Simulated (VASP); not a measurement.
# ZnSe (Stilleite) (F-43m) in VASP: single point with PBE

Aim: the single point of ZnSe (Stilleite) with PBE.

All numbers are computed with VASP 6.6.1; they aren't measurements. Logs are shortened: lines on timing, memory, paths and dates and some standing lists are left out, and cuts for length are marked.

## (1) The cell of the first run

It takes space group F-43m (No. 216, cubic). The conventional cell has a = 5.668 Å, b = 5.668 Å, c = 5.668 Å, α = 90.00°, β = 90.00°, γ = 90.00°. Zn (site symmetry -43m) has 4 Se at 2.45 Å within 3.2 Å. Se (site symmetry -43m) has 4 Zn at 2.45 Å within 3.2 Å.

## (2) Single point, PBE

INCAR reads:

```
PREC = Accurate
ENCUT = 520
EDIFF = 1E-6
ISMEAR = 0
SIGMA = 0.01
LREAL = False
LASPH = True
NELM = 60
ALGO = Normal
ISIF = 2
LWAVE = False
LCHARG = False
GGA = PE
NBANDS = 16
```

KPOINTS reads:

```
regular mesh
0
Gamma
  4 4 4
```

POSCAR reads:

```
ZnSe
1.0
    0.0000000000      2.8338000000      2.8338000000
    2.8338000000      0.0000000000      2.8338000000
    2.8338000000      2.8338000000      0.0000000000
Zn Se
1 1
Direct
    0.0000000000      0.0000000000      0.0000000000
    0.2500000000      0.2500000000      0.2500000000
```

Potentials or basis: VASP PAW PBE potentials, release 64 (Zn, Se).

On the command line:

```bash
cat potpaw_PBE.64/Zn/POTCAR potpaw_PBE.64/Se/POTCAR > POTCAR
mpirun -np 1 vasp_std > vasp.out
```

OUTCAR:

```text
PREC = Accurate
   ENCUT = 520
   EDIFF = 1E-6
   ISMEAR = 0
   LREAL = False
   LASPH = True
   NELM = 60
   ISIF = 2
   GGA = PE

 ion  position               nearest neighbor table
   1  0.000  0.000  0.000-   2 2.45   2 2.45   2 2.45   2 2.45
   2  0.250  0.250  0.250-   1 2.45   1 2.45   1 2.45   1 2.45

  LATTYP: Found a face centered cubic cell.
 ALAT       =     5.6676000000

  Lattice vectors:

 A1 = (   0.0000000000,   2.8338000000,   2.8338000000)
 A2 = (   2.8338000000,   0.0000000000,   2.8338000000)
 A3 = (   2.8338000000,   2.8338000000,   0.0000000000)

Analysis of symmetry for initial positions (statically):
=====================================================================
 Subroutine PRICEL returns:
 Original cell was already a primitive cell.

 Routine SETGRP: Setting up the symmetry group for a
 face centered cubic supercell.

 Subroutine GETGRP returns: Found 24 space group operations
 (whereof 24 operations were pure point group operations)
 out of a pool of 48 trial point group operations.

The static configuration has the point symmetry T_d .

Analysis of symmetry for dynamics (positions and initial velocities):
=====================================================================
 Subroutine PRICEL returns:
 Original cell was already a primitive cell.

 Routine SETGRP: Setting up the symmetry group for a
 face centered cubic supercell.

 Subroutine GETGRP returns: Found 24 space group operations
 (whereof 24 operations were pure point group operations)
 out of a pool of 48 trial point group operations.

The dynamic configuration has the point symmetry T_d .

 Subroutine INISYM returns: Found 24 space group operations
 (whereof 24 operations are pure point group operations),
 and found     1 'primitive' translations

----------------------------------------------------------------------------------------

                                     Primitive cell

  volume of cell :      45.5132

  direct lattice vectors                    reciprocal lattice vectors
     0.000000000  2.833800000  2.833800000    -0.176441527  0.176441527  0.176441527
     2.833800000  0.000000000  2.833800000     0.176441527 -0.176441527  0.176441527
     2.833800000  2.833800000  0.000000000     0.176441527  0.176441527 -0.176441527

  length of vectors
     4.007598393  4.007598393  4.007598393     0.305605690  0.305605690  0.305605690

  position of ions in fractional coordinates (direct lattice)
     0.000000000  0.000000000  0.000000000
     0.250000000  0.250000000  0.250000000

  ion indices of the primitive-cell ions
   primitive index   ion index
                 1           1
                 2           2

----------------------------------------------------------------------------------------

 KPOINTS: regular mesh

Automatic generation of k-mesh.
 Grid dimensions read from file:
 generate k-points for:    4    4    4

 Generating k-lattice:

  Cartesian coordinates                     Fractional coordinates (reciprocal lattice)
    -0.044110382  0.044110382  0.044110382     0.250000000  0.000000000  0.000000000
     0.044110382 -0.044110382  0.044110382     0.000000000  0.250000000  0.000000000
     0.044110382  0.044110382 -0.044110382     0.000000000  0.000000000  0.250000000

  Length of vectors
     0.076401422  0.076401422  0.076401422

  Shift w.r.t. Gamma in fractional coordinates (k-lattice)
     0.000000000  0.000000000  0.000000000

 Subroutine IBZKPT returns following result:
 ===========================================

 Found      8 irreducible k-points:

 Following reciprocal coordinates:
            Coordinates               Weight
  0.000000  0.000000  0.000000      1.000000
  0.250000  0.000000  0.000000      8.000000
  0.500000  0.000000  0.000000      4.000000
  0.250000  0.250000  0.000000      6.000000
  0.500000  0.250000  0.000000     24.000000
 -0.250000  0.250000  0.000000     12.000000
  0.500000  0.500000  0.000000      3.000000
 -0.250000  0.500000  0.250000      6.000000
   k-points           NKPTS =      8   k-points in BZ     NKDIM =      8   number of bands    NBANDS=     16
   number of dos      NEDOS =    301   number of ions     NIONS =      2
   total plane-waves  NPLWV =  27000
   dimension x,y,z NGX =    30 NGY =   30 NGZ =   30
   dimension x,y,z NGXF=    60 NGYF=   60 NGZF=   60
   ions per type =               1   1
   NGX,Y,Z   is equivalent  to a cutoff of  12.44, 12.44, 12.44 a.u.
   NGXF,Y,Z  is equivalent  to a cutoff of  24.89, 24.89, 24.89 a.u.
 SYSTEM =  unknown system
   PREC   = accura    normal or accurate (medium, high low for compatibility)
   ISTART =      0    job   : 0-new  1-cont  2-samecut
   ICHARG =      2    charge: 1-file 2-atom 10-const
   ISPIN  =      1    spin polarized calculation?
   LNONCOLLINEAR =      F non collinear calculations
   LSORBIT =      F    spin-orbit coupling
   LASPH  =      T    aspherical Exc in radial PAW
   ENCUT  =  520.0 eV  38.22 Ry    6.18 a.u.   7.45  7.45  7.45*2*pi/ulx,y,z
   NELM   =     60;   NELMIN=  2; NELMDL= -5     # of ELM steps
   EDIFF  = 0.1E-05   stopping-criterion for ELM
   LREAL  =      F    real-space projection
   EDIFFG = 0.1E-04   stopping-criterion for IOM
   NSW    =      0    number of steps for IOM
   IBRION =     -1    ionic relax: 0-MD 1-quasi-New 2-CG
   NFREE  =      0    steps in history (QN), initial steepest desc. (CG)
   ISIF   =      2    stress and relaxation
   ISYM   =      2    0-nonsym 1-usesym 2-fastsym
   POTIM  = 0.5000    time-step for ionic-motion
   TEBEG  =    0.0;   TEEND  =   0.0 temperature during run
   PSTRESS=    0.0 pullay stress
   NELECT =      18.0000    total number of electrons
   NUPDOWN=      -1.0000    fix difference up-down
   EMIN   =  10.00;   EMAX   =-10.00  energy-range for DOS
   EFERMI =   0.00;   METHOD = LEGACY
   ISMEAR =     0;   SIGMA  =   0.01  broadening in eV -4-tet -1-fermi 0-gaus
   EFERMI_NEDOS =   21; number of points for ismear=-14 and -15
   IALGO  =     38    algorithm
   IMIX   =      4    mixing-type and parameters
     AMIX     =   0.40;   BMIX     =  1.00
     AMIX_MAG =   1.60;   BMIX_MAG =  1.00
  volume/ion in A,a.u.               =      22.76       153.57
  Fermi-wavevector in a.u.,A,eV,Ry     =   1.201673  2.270834 19.647073  1.444019
  Thomas-Fermi vector in A             =   2.337476
   LORBIT       =      0    0 simple, 1 ext, 2 COOP (PROOUT), +10 PAW based schemes
   GGA     = PE    functional components
   LHFCALC =     F    Hartree Fock is set to
   AEXX    =    0.0000 exact exchange contribution
   IVDW    =     0    specifies the selected vdW correction
   LEPSILON=     F    determine dielectric tensor
   LRPA    =     F    only Hartree local field effects (RPA)
 non-spin polarized calculation
 Gauss-broadening in eV      SIGMA  =   0.01
  energy-cutoff  :      520.00
  volume of cell :       45.51
 maximum number of plane-waves:      1243
 NGX is ok and might be reduce to    30
   NGX = 15   NGY = 15   NGZ = 15

 number of electron      18.0000012 magnetization

 Free energy of the ion-electron system (eV)
  ---------------------------------------------------
  ext. energy  EPLUGINS =         0.00000000
  ---------------------------------------------------
  free energy    TOTEN  =        -5.95313160 eV

  energy without entropy =       -5.95313160  energy(sigma->0) =       -5.95313160

 E-fermi :   1.7428     XC(G=0):  -9.3073

 val. band max:        1.6440426082   @ k =   0.0000   0.0000   0.0000
 cond. band min:       2.9217111418   @ k =   0.0000   0.0000   0.0000
 fundamental gap:      1.2776685337
 Fermi energy:         1.7427681555

 k-point     1 :       0.0000    0.0000    0.0000
  band No.  band energies     occupation
      1     -11.6105      2.00000
      2      -4.9313      2.00000
      3      -4.9313      2.00000
      4      -4.9313      2.00000
      5      -4.5646      2.00000
      6      -4.5646      2.00000
[... 8 lines left out ...]
     15      13.0868      0.00000
     16      13.0868      0.00000

 k-point     2 :       0.2500    0.0000    0.0000
  band No.  band energies     occupation
      1     -11.2469      2.00000
      2      -4.8808      2.00000
      3      -4.8808      2.00000
      4      -4.8685      2.00000
      5      -4.5644      2.00000
      6      -4.5644      2.00000
[... 8 lines left out ...]
     15      12.0682      0.00000
     16      12.3499      0.00000

 k-point     3 :       0.5000    0.0000    0.0000
  band No.  band energies     occupation
      1     -10.8177      2.00000
      2      -4.8442      2.00000
      3      -4.8442      2.00000
      4      -4.5461      2.00000
      5      -4.5461      2.00000
      6      -4.4046      2.00000
[... 8 lines left out ...]
     15      14.7352      0.00000
     16      14.7352      0.00000

 k-point     4 :       0.2500    0.2500    0.0000
  band No.  band energies     occupation
      1     -11.1247      2.00000
      2      -4.9407      2.00000
      3      -4.8209      2.00000
      4      -4.8209      2.00000
      5      -4.5898      2.00000
      6      -4.5405      2.00000
[... 8 lines left out ...]
     15      13.9525      0.00000
     16      15.4130      0.00000

 k-point     5 :       0.5000    0.2500    0.0000
  band No.  band energies     occupation
      1     -10.6919      2.00000
      2      -4.8475      2.00000
      3      -4.7626      2.00000
      4      -4.6645      2.00000
      5      -4.5374      2.00000
      6      -4.4217      2.00000
[... 8 lines left out ...]
     15      14.9032      0.00000
     16      15.7534      0.00000

 k-point     6 :      -0.2500    0.2500    0.0000
  band No.  band energies     occupation
      1     -10.8373      2.00000
      2      -4.8325      2.00000
      3      -4.8148      2.00000
      4      -4.6766      2.00000
      5      -4.5763      2.00000
      6      -4.5143      2.00000
[... 8 lines left out ...]
     15      13.6201      0.00000
     16      15.7334      0.00000

 k-point     7 :       0.5000    0.5000    0.0000
  band No.  band energies     occupation
      1     -10.5482      2.00000
      2      -4.8986      2.00000
      3      -4.6794      2.00000
      4      -4.6794      2.00000
      5      -4.5163      2.00000
      6      -4.3837      2.00000
[... 8 lines left out ...]
     15      15.5613      0.00000
     16      16.0599      0.00000

 k-point     8 :      -0.2500    0.5000    0.2500
  band No.  band energies     occupation
      1     -10.5432      2.00000
      2      -4.8143      2.00000
      3      -4.7256      2.00000
      4      -4.5963      2.00000
      5      -4.5938      2.00000
      6      -4.2627      2.00000
[... 8 lines left out ...]
     15      15.3976      0.00000
     16      15.7324      0.00000

------------------------ aborting loop because EDIFF is reached ----------------------------------------

  FORCE on cell =-STRESS in cart. coord.  units (eV):
  Direction    XX          YY          ZZ          XY          YZ          ZX
  --------------------------------------------------------------------------------------
  -------------------------------------------------------------------------------------
  Total        0.7638045      0.7638045      0.7638045     -0.0000000      0.0000000     -0.0000000
  in kB       26.8877973     26.8877973     26.8877973     -0.0000000      0.0000000     -0.0000000
  external PRESSURE =      26.8877973 kB  Pullay stress =       0.0000000 kB

 VOLUME and BASIS-vectors are now :
 -----------------------------------------------------------------------------
  energy-cutoff  :      520.00
  volume of cell :       45.51
      direct lattice vectors                 reciprocal lattice vectors
     0.000000000  2.833800000  2.833800000    -0.176441527  0.176441527  0.176441527
     2.833800000  0.000000000  2.833800000     0.176441527 -0.176441527  0.176441527
     2.833800000  2.833800000  0.000000000     0.176441527  0.176441527 -0.176441527

 POSITION                                       TOTAL-FORCE (eV/Angst)
 -----------------------------------------------------------------------------------
      0.00000      0.00000      0.00000         0.000000     -0.000000     -0.000000
      1.41690      1.41690      1.41690        -0.000000      0.000000      0.000000
 -----------------------------------------------------------------------------------
    total drift:                               -0.000001     -0.000001     -0.000001

  FREE ENERGIE OF THE ION-ELECTRON SYSTEM (eV)
  ---------------------------------------------------
  free  energy   TOTEN  =        -5.9531315953 eV

  energy  without entropy=       -5.9531315953  energy(sigma->0) =       -5.95313160
```

Run time: 26 s. Hardware: 1 thread of AMD EPYC 7R13, shared host; peak memory 0.13 GiB.

What came out:

```
Free energy            : -5.9531 eV
Pressure               : 2.7 GPa
Band gap on the k mesh : 1.28 eV, direct
```

Levels at points of the mesh, in eV from the valence-band top:
```csv
k point,band 7,band 8,band 9,band 10,band 11,band 12
"(0.00, 0.00, 0.00)",0.00,0.00,0.00,1.28,5.78,5.78
"(0.50, 0.00, 0.00)",-5.24,-0.87,-0.87,2.53,6.36,6.36
"(0.50, 0.50, 0.00)",-4.77,-2.19,-2.19,2.96,3.44,10.74
```

Caveat: the k points lie up to 0.48 Å⁻¹ apart. As with any semilocal functional, this PBE gap is likely too small.
